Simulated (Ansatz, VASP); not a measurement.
**LiNbO3 in VASP and in Ansatz**

The input POSCAR:

```
LiNbO3
1.0
    2.5856964800      1.4928503300      4.6409319100
   -2.5856964800      1.4928503300      4.6409319100
    0.0000000000     -2.9857006600      4.6409319100
Nb O Li
2 6 2
Direct
    0.0000400000      0.0000400000      0.0000400000
    0.5000400000      0.5000400000      0.5000400000
    0.1119000000      0.3588200000      0.7209800000
    0.7209800000      0.1119000000      0.3588200000
    0.3588200000      0.7209800000      0.1119000000
    0.2209800000      0.8588200000      0.6119000000
    0.8588200000      0.6119000000      0.2209800000
    0.6119000000      0.2209800000      0.8588200000
    0.2804000000      0.2804000000      0.2804000000
    0.7804000000      0.7804000000      0.7804000000
```

File INCAR.step1:

```
ALGO = Normal
EDIFF = 1E-4
ENCUT = 520
GGA = PE
ISMEAR = 0
LASPH = T
LCHARG = F
LREAL = F
LWAVE = T
NBANDS = 45
NELM = 80
PREC = Accurate
SIGMA = 0.1401
```

The input INCAR.step2:

```
ALGO = Normal
EDIFF = 1E-6
ENCUT = 520
ISIF = 2
ISMEAR = 0
ISTART = 1
LASPH = T
LCHARG = F
LMIXTAU = T
LREAL = F
LWAVE = F
METAGGA = R2SCAN
NBANDS = 45
NELM = 80
PREC = Accurate
SIGMA = 0.1401
```

The input KPOINTS:

```
k-points
0
Gamma
  4 4 4
```

Input for Ansatz:

```yaml
crystal:
  lattice:
    - [2.58569648, 1.49285033, 4.64093191]
    - [-2.58569648, 1.49285033, 4.64093191]
    - [0.0, -2.98570066, 4.64093191]
  atoms:
    - { symbol: Nb, position: [4.0e-05, 4.0e-05, 4.0e-05] }
    - { symbol: Nb, position: [0.50004, 0.50004, 0.50004] }
    - { symbol: O, position: [0.1119, 0.35882, 0.72098] }
    - { symbol: O, position: [0.72098, 0.1119, 0.35882] }
    - { symbol: O, position: [0.35882, 0.72098, 0.1119] }
    - { symbol: O, position: [0.22098, 0.85882, 0.6119] }
    - { symbol: O, position: [0.85882, 0.6119, 0.22098] }
    - { symbol: O, position: [0.6119, 0.22098, 0.85882] }
    - { symbol: Li, position: [0.2804, 0.2804, 0.2804] }
    - { symbol: Li, position: [0.7804, 0.7804, 0.7804] }
  symmetry: { tolerance: 0.0003 }
kpoints:
  mp_grid: { grid: [4, 4, 4], shift: [0, 0, 0] }
magnetization:
  spin_polarized: false
scf:
  occupations: { method: gaussian, width: 0.1401 }
hamiltonian:
  pseudopotentials: { kind: paw }
  xc: r2scan
basis:
  ecutwfc: 500
output:
  forces: true
  stress: true
  eigenvalues: true
```

Alike in both runs: task single point; functional r2SCAN; k mesh 4 × 4 × 4; occupations gaussian, width 0.1401 eV; no spin polarisation.

```csv
,VASP,Ansatz
version,VASP 6.6.1,Ansatz 0.2.0
potentials or method,"VASP PAW PBE potentials, release 64 (Nb_sv, O, Li_sv), cutoff 520 eV",PAW plane waves
valence electrons in the cell,68,68
```

VASP gave:

| Quantity | Value |
| --- | --- |
| gap on the k mesh at the Fermi level (eV) | 3.94 |
| rms of the force components (eV/Å) | 0.046 |

What did Ansatz give for the same quantities?

gap on the k mesh at the Fermi level (eV): 3.95; rms of the force components (eV/Å): 0.053.

VASP's potentials were made for PBE, not for r2SCAN. Atom by atom the forces differ by 0.012 eV/Å (rms over components). Ansatz's warnings: structure snapped to symmetry.

Noted on VASP's run: the cutoff is under 1.25 times that of the potentials, so the pressure is a little rough.
